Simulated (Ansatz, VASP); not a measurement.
# Two plane-wave programs on Mo

Contents of POSCAR:

```
Mo
1.0
   -1.5838089719      1.5838089719      1.5838089719
    1.5838089719     -1.5838089719      1.5838089719
    1.5838089719      1.5838089719     -1.5838089719
Mo
1
Direct
    0.0000000000      0.0000000000      0.0000000000
```

File INCAR.step1:

```
SYSTEM = Mo
ALGO = Normal
EDIFF = 1E-4
ENCUT = 600
GGA = PE
ISMEAR = -1
LASPH = .TRUE.
LCHARG = .FALSE.
LREAL = .FALSE.
LWAVE = .TRUE.
NELM = 100
PREC = Accurate
SIGMA = 0.05
```

File INCAR.step2:

```
SYSTEM = Mo
ALGO = Normal
EDIFF = 1E-7
EDIFFG = -0.01
ENCUT = 600
IBRION = 2
ISIF = 3
ISMEAR = -1
ISTART = 1
LASPH = .TRUE.
LCHARG = .FALSE.
LMIXTAU = .TRUE.
LREAL = .FALSE.
LWAVE = .FALSE.
METAGGA = R2SCAN
NELM = 100
NSW = 60
PREC = Accurate
SIGMA = 0.05
```

The input KPOINTS:

```
k-points
0
G
  12 12 12
  0 0 0
```

Contents of input.yaml:

```yaml
crystal:
  lattice:
    - [-1.5838089719, 1.5838089719, 1.5838089719]
    - [1.5838089719, -1.5838089719, 1.5838089719]
    - [1.5838089719, 1.5838089719, -1.5838089719]
  atoms:
    - { symbol: Mo, position: [0.0, 0.0, 0.0] }
hamiltonian:
  xc: r2scan
  pseudopotentials: { kind: paw }
kpoints:
  mp_grid: { grid: [12, 12, 12] }
scf:
  occupations: { method: fermi_dirac, width: 0.05 }
output:
  forces: true
  stress: true
  eigenvalues: true
  write_density: true
  write_potential: true
  elf: true
  volumetric_format: npy
relax:
  f_tol: 0.01
  max_steps: 40
  cell: { stress_tol: 0.05 }
```

Alike in both runs: task relaxation of cell and atoms; functional r2SCAN; k mesh 12 × 12 × 12; occupations fermi-dirac, width 0.05 eV; no spin polarisation.

|  | VASP | Ansatz |
| --- | --- | --- |
| version | VASP 6.6.1 | Ansatz 0.2.0 |
| potentials or method | VASP PAW PBE potentials, release 64 (Mo_sv) | Ansatz PAW |
| plane-wave cutoff (eV) | 600 | 500 |
| valence electrons in the cell | 14 | 14 |

```tsv
	VASP	Ansatz	Ansatz less VASP
gap on the k mesh at the Fermi level, each at its own relaxed structure (eV)	none	none	-
relaxed volume (Å³/atom)	15.69	15.62	-0.065
relaxed cell length with the largest relative difference (Å)	2.732	2.728	-0.0038
```

VASP's potentials were made for PBE, not for r2SCAN. A gap of «none» marks a metal or a gap that the smearing closes.

Noted on Ansatz's run: the plane-wave basis is chosen anew once the cell has moved, so the energies of steps on either side of that aren't comparable.
